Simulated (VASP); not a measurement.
# ZnS (P6_3mc) in VASP: further runs

Runs on ZnS. Level: PBEsol. Tasks: single point, relaxation of cell and atoms.

All numbers are computed with VASP 6.6.1; they aren't measurements. Logs are shortened: lines on timing, memory, paths and dates and some standing lists are left out, and cuts for length are marked.

## (1) The cell of the first run

The structure is hexagonal, space group P6_3mc (No. 186). The conventional cell has a = 3.781 Å, b = 3.781 Å, c = 6.207 Å, α = 90.00°, β = 90.00°, γ = 120.00°. Within 3.1 Å of Zn (site symmetry 3m) lie 4 S at 2.32 Å. Within 3.1 Å of S (site symmetry 3m) lie 4 Zn at 2.32 Å.

## (2) Single point, PBEsol

INCAR reads:

```
  ALGO = Normal
  EDIFF = 1E-6
  ENCUT = 520
  GGA = PS
  ISIF = 2
  ISMEAR = 0
  LASPH = T
  LCHARG = F
  LREAL = F
  LWAVE = F
  NBANDS = 26
  NELM = 60
  PREC = Accurate
  SIGMA = 0.02
```

KPOINTS reads:

```
k-points
0
Gamma
  12 12 6
```

POSCAR reads:

```
ZnS
1.0
    3.7813804659      0.0000002857      0.0000000000
   -1.8906904804      3.2747714020      0.0000000000
    0.0000000000      0.0000000000      6.2072529558
Zn S
2 2
Direct
    0.0000000000      0.0000000000      0.0004324386
    0.3333333333      0.6666666667      0.5004324386
    0.0000000000      0.0000000000      0.3745675614
    0.3333333333      0.6666666667      0.8745675614
```

Potentials or basis: VASP PAW PBE potentials, release 64 (Zn, S).

Command:

```bash
$ cat potpaw_PBE.64/Zn/POTCAR potpaw_PBE.64/S/POTCAR > POTCAR
$ mpirun -np 1 vasp_std > vasp.out
```

OUTCAR:

```text
EDIFF = 1E-6
   ENCUT = 520
   GGA = PS
   ISIF = 2
   ISMEAR = 0
   LASPH = T
   LREAL = F
   NELM = 60
   PREC = Accurate

 ion  position               nearest neighbor table
   1  0.000  0.000  0.000-   4 2.32   4 2.32   4 2.32   3 2.32
   2  0.333  0.667  0.500-   3 2.32   3 2.32   3 2.32   4 2.32
   3  0.000  0.000  0.375-   2 2.32   2 2.32   2 2.32   1 2.32
   4  0.333  0.667  0.875-   1 2.32   1 2.32   1 2.32   2 2.32

  LATTYP: Found a hexagonal cell.
 ALAT       =     3.7813804659
 C/A-ratio  =     1.6415309202

  Lattice vectors:

 A1 = (   3.7813804659,   0.0000002857,   0.0000000000)
 A2 = (  -1.8906904804,   3.2747714020,   0.0000000000)
 A3 = (   0.0000000000,   0.0000000000,   6.2072529558)

Analysis of symmetry for initial positions (statically):
=====================================================================
 Subroutine PRICEL returns:
 Original cell was already a primitive cell.

 Routine SETGRP: Setting up the symmetry group for a
 hexagonal supercell.

 Subroutine GETGRP returns: Found 12 space group operations
 (whereof  6 operations were pure point group operations)
 out of a pool of 24 trial point group operations.

The static configuration has the point symmetry C_3v.
 The point group associated with its full space group is C_6v.

Analysis of symmetry for dynamics (positions and initial velocities):
=====================================================================
 Subroutine PRICEL returns:
 Original cell was already a primitive cell.

 Routine SETGRP: Setting up the symmetry group for a
 hexagonal supercell.

 Subroutine GETGRP returns: Found 12 space group operations
 (whereof  6 operations were pure point group operations)
 out of a pool of 24 trial point group operations.

The dynamic configuration has the point symmetry C_3v.
 The point group associated with its full space group is C_6v.

 Subroutine INISYM returns: Found 12 space group operations
 (whereof  6 operations are pure point group operations),
 and found     1 'primitive' translations

----------------------------------------------------------------------------------------

                                     Primitive cell

  volume of cell :      76.8654

[... 88 lines left out ...]
   LSORBIT =      F    spin-orbit coupling
   LASPH  =      T    aspherical Exc in radial PAW
   ENCUT  =  520.0 eV  38.22 Ry    6.18 a.u.   7.03  7.03 11.54*2*pi/ulx,y,z
   NELM   =     60;   NELMIN=  2; NELMDL= -5     # of ELM steps
   EDIFF  = 0.1E-05   stopping-criterion for ELM
   LREAL  =      F    real-space projection
   EDIFFG = 0.1E-04   stopping-criterion for IOM
   NSW    =      0    number of steps for IOM
   IBRION =     -1    ionic relax: 0-MD 1-quasi-New 2-CG
   NFREE  =      0    steps in history (QN), initial steepest desc. (CG)
   ISIF   =      2    stress and relaxation
   ISYM   =      2    0-nonsym 1-usesym 2-fastsym
   POTIM  = 0.5000    time-step for ionic-motion
   TEBEG  =    0.0;   TEEND  =   0.0 temperature during run
   PSTRESS=    0.0 pullay stress
   NELECT =      36.0000    total number of electrons
   NUPDOWN=      -1.0000    fix difference up-down
   EMIN   =  10.00;   EMAX   =-10.00  energy-range for DOS
   EFERMI =   0.00;   METHOD = LEGACY
   ISMEAR =     0;   SIGMA  =   0.02  broadening in eV -4-tet -1-fermi 0-gaus
   EFERMI_NEDOS =   21; number of points for ismear=-14 and -15
   IALGO  =     38    algorithm
   IMIX   =      4    mixing-type and parameters
     AMIX     =   0.40;   BMIX     =  1.00
     AMIX_MAG =   1.60;   BMIX_MAG =  1.00
  volume/ion in A,a.u.               =      19.22       129.68
  Fermi-wavevector in a.u.,A,eV,Ry     =   1.271351  2.402505 21.991542  1.616333
  Thomas-Fermi vector in A             =   2.404289
   LORBIT       =      0    0 simple, 1 ext, 2 COOP (PROOUT), +10 PAW based schemes
   GGA     = PS    functional components
   LHFCALC =     F    Hartree Fock is set to
   AEXX    =    0.0000 exact exchange contribution
   IVDW    =     0    specifies the selected vdW correction
   LEPSILON=     F    determine dielectric tensor
   LRPA    =     F    only Hartree local field effects (RPA)
 non-spin polarized calculation
 Gauss-broadening in eV      SIGMA  =   0.02
  energy-cutoff  :      520.00
  volume of cell :       76.87
 maximum number of plane-waves:      2082
   NGX = 15   NGY = 15   NGZ = 23

 number of electron      35.9999989 magnetization

 Free energy of the ion-electron system (eV)
  ---------------------------------------------------
  ext. energy  EPLUGINS =         0.00000000
  ---------------------------------------------------
  free energy    TOTEN  =       -15.16736071 eV

  energy without entropy =      -15.16736071  energy(sigma->0) =      -15.16736071

 E-fermi :   2.4184     XC(G=0):  -9.9669

 val. band max:        2.2824229767   @ k =   0.0000   0.0000   0.0000
 cond. band min:       4.4451274334   @ k =   0.0000   0.0000   0.0000
 fundamental gap:      2.1627044568
 Fermi energy:         2.4184496741

 k-point     1 :       0.0000    0.0000    0.0000
  band No.  band energies     occupation
      1     -11.0888      2.00000
      2     -10.0914      2.00000
      3      -4.2088      2.00000
      4      -4.1921      2.00000
      5      -4.1921      2.00000
      6      -4.1064      2.00000
[... 685 lines left out ...]
     25      11.0247      0.00000
     26      12.0789      0.00000

 [... further k-points ...]

------------------------ aborting loop because EDIFF is reached ----------------------------------------

  FORCE on cell =-STRESS in cart. coord.  units (eV):
  Direction    XX          YY          ZZ          XY          YZ          ZX
  --------------------------------------------------------------------------------------
  -------------------------------------------------------------------------------------
  Total        0.1307603      0.1307603      0.1332926     -0.0000000      0.0000000      0.0000000
  in kB        2.7255604      2.7255604      2.7783424     -0.0000000      0.0000000      0.0000000
  external PRESSURE =       2.7431544 kB  Pullay stress =       0.0000000 kB

 VOLUME and BASIS-vectors are now :
 -----------------------------------------------------------------------------
  energy-cutoff  :      520.00
  volume of cell :       76.87
      direct lattice vectors                 reciprocal lattice vectors
     3.781380466  0.000000286  0.000000000     0.264453674  0.152682426  0.000000000
    -1.890690480  3.274771402  0.000000000    -0.000000023  0.305364813  0.000000000
     0.000000000  0.000000000  6.207252956     0.000000000  0.000000000  0.161101861

 POSITION                                       TOTAL-FORCE (eV/Angst)
 -----------------------------------------------------------------------------------
      0.00000      0.00000      0.00268         0.000000     -0.000000      0.000247
     -0.00000      2.18318      3.10631        -0.000000      0.000000      0.000247
      0.00000      0.00000      2.32504        -0.000000     -0.000000     -0.000247
     -0.00000      2.18318      5.42866         0.000000     -0.000000     -0.000247
 -----------------------------------------------------------------------------------
    total drift:                               -0.000003     -0.000000      0.001207

  FREE ENERGIE OF THE ION-ELECTRON SYSTEM (eV)
  ---------------------------------------------------
  free  energy   TOTEN  =       -15.1673607053 eV

  energy  without entropy=      -15.1673607053  energy(sigma->0) =      -15.16736071
```

stdout:

```text
POSCAR found type information on POSCAR ZnS
 POSCAR found :  2 types and       4 ions
 scaLAPACK will be used
 -----------------------------------------------------------------------------
|                                                                             |
|                                                                             |
|     You enforced a specific xc type in the INCAR file but a different       |
|     I HOPE YOU KNOW WHAT YOU ARE DOING!                                     |
|                                                                             |
 -----------------------------------------------------------------------------

 LDA part: xc-table for (Slater+PW92), standard interpolation
 POSCAR, INCAR and KPOINTS ok, starting setup
 FFT: planning ... GRIDC
 FFT: planning ... GRID_SOFT
 FFT: planning ... GRID
 WAVECAR not read
 entering main loop
```

It took 1.9 min on 1 thread of Intel Xeon 8259CL, shared host; peak memory 0.27 GiB.

What came out:

* Free energy: -15.1674 eV
* Pressure: 0.3 GPa
* Band gap on the k mesh: 2.16 eV

Levels at points of the mesh, in eV from the valence-band top:
```
           k point  band 14  band 15  band 16  band 17  band 18  band 19  band 20  band 21  band 22  band 23
(0.00, 0.00, 0.00)    -0.94    -0.94    -0.09     0.00     0.00     2.16     3.03     6.21     6.21     6.46
(0.50, 0.00, 0.00)    -4.26    -3.43    -2.35    -1.80    -0.93     3.51     4.21     4.96     6.80     7.40
(0.00, 0.00, 0.50)    -2.97    -0.49    -0.49    -0.49    -0.49     3.51     3.51     6.67     6.67     6.67
(0.50, 0.00, 0.50)    -5.03    -1.72    -1.72    -1.69    -1.69     3.41     3.41     5.10     5.10     8.77
```

Caveat: the PAW data sets were made with another functional, which shifts forces and pressure a little. A k mesh can miss the band edges.

## (3) Relaxation of cell and atoms, PBEsol

This run uses another cell than the first one, of 19.73 Å³/atom.

INCAR reads:

```
SYSTEM = ZnS
PREC = Accurate
ENCUT = 600
EDIFF = 1E-6
ISMEAR = 0
SIGMA = 0.02
LREAL = .FALSE.
LASPH = .TRUE.
NELM = 60
ALGO = Normal
ISIF = 3
LWAVE = .FALSE.
LCHARG = .FALSE.
GGA = PS
IBRION = 2
NSW = 100
EDIFFG = -0.005
```

KPOINTS reads:

```
Automatic mesh
0
G
  12 12 6
  0 0 0
```

POSCAR reads:

```
ZnS
1.0
    3.8212050000      0.0000000000      0.0000000000
   -1.9106030000      3.3092610000      0.0000000000
    0.0000000000      0.0000000000      6.2400020000
Zn S
2 2
Direct
    0.0000000000      0.0000000000      0.0000000000
    0.3333333300      0.6666666700      0.5000000000
    0.0000000000      0.0000000000      0.3750000000
    0.3333333300      0.6666666700      0.8750000000
```

Potentials or basis: VASP PAW PBE potentials, release 64 (Zn, S).

Command:

```bash
$ cat potpaw_PBE.64/Zn/POTCAR potpaw_PBE.64/S/POTCAR > POTCAR
$ mpirun -np 1 vasp_std > vasp.out
```

Run time: 9.1 min. Hardware: 1 thread of Intel Xeon 8259CL, shared host; peak memory 0.32 GiB.

It converged, with:

* Free energy: -15.1683 eV
* Relaxed volume: 19.28 Å³/atom
* Relaxed cell: a = 3.786 Å, b = 3.786 Å, c = 6.213 Å, α = 90.00°, β = 90.00°, γ = 120.00°
* Space group after relaxing (to 0.1 Å): P6_3mc (No. 186)
* Energy gained by relaxing: 2.6 meV/atom
* Ionic steps: 8
* Pressure after relaxing: 0.0 GPa
* Largest force after relaxing: 0.004 eV/Å
* Band gap on the k mesh: 2.15 eV

Forces on the atoms (eV/Å):
```
Zn   0.000  0.000  0.004
Zn   0.000  0.000  0.004
S    0.000  0.000 -0.004
S    0.000  0.000 -0.004
```

The path:
```
step  energy change (eV)  largest force (eV/Å)  pressure (GPa)  volume (Å³)
   1              0.0000                0.0072           -1.75        78.91
   2             -0.0089                0.0214            0.66        76.48
   3             -0.0101                0.0132           -0.02        77.10
   4             -0.0101                0.0136            0.05        77.06
   5             -0.0102                0.0143            0.05        77.07
   6             -0.0103                0.0152            0.04        77.07
   7             -0.0103                0.0001           -0.08        77.14
   8             -0.0103                0.0041            0.02        77.13
```

Final structure:
```yaml
crystal:
  lattice:
    - [3.78606, 0.00000, 0.00000]
    - [-1.89303, 3.27882, 0.00000]
    - [0.00000, 0.00000, 6.21288]
  atoms:
    - { symbol: Zn, position: [0.00000, 0.00000, 0.00034] }
    - { symbol: Zn, position: [0.33333, 0.66667, 0.50034] }
    - { symbol: S, position: [0.00000, 0.00000, 0.37466] }
    - { symbol: S, position: [0.33333, 0.66667, 0.87466] }
```

Levels at points of the mesh, in eV from the valence-band top:
| k point | band 14 | band 15 | band 16 | band 17 | band 18 | band 19 | band 20 | band 21 | band 22 |
| --- | --- | --- | --- | --- | --- | --- | --- | --- | --- |
| (0.00, 0.00, 0.00) | -0.93 | -0.93 | -0.09 | 0.00 | 0.00 | 2.15 | 3.02 | 6.21 | 6.21 |
| (0.50, 0.00, 0.00) | -4.25 | -3.42 | -2.34 | -1.78 | -0.93 | 3.52 | 4.20 | 4.97 | 6.81 |
| (0.00, 0.00, 0.50) | -2.96 | -0.49 | -0.49 | -0.49 | -0.49 | 3.50 | 3.50 | 6.67 | 6.67 |
| (0.50, 0.00, 0.50) | -5.01 | -1.71 | -1.71 | -1.69 | -1.69 | 3.41 | 3.41 | 5.10 | 5.10 |

Caveat: the PAW data sets were made with another functional, which shifts forces and pressure a little. A k mesh can miss the band edges.
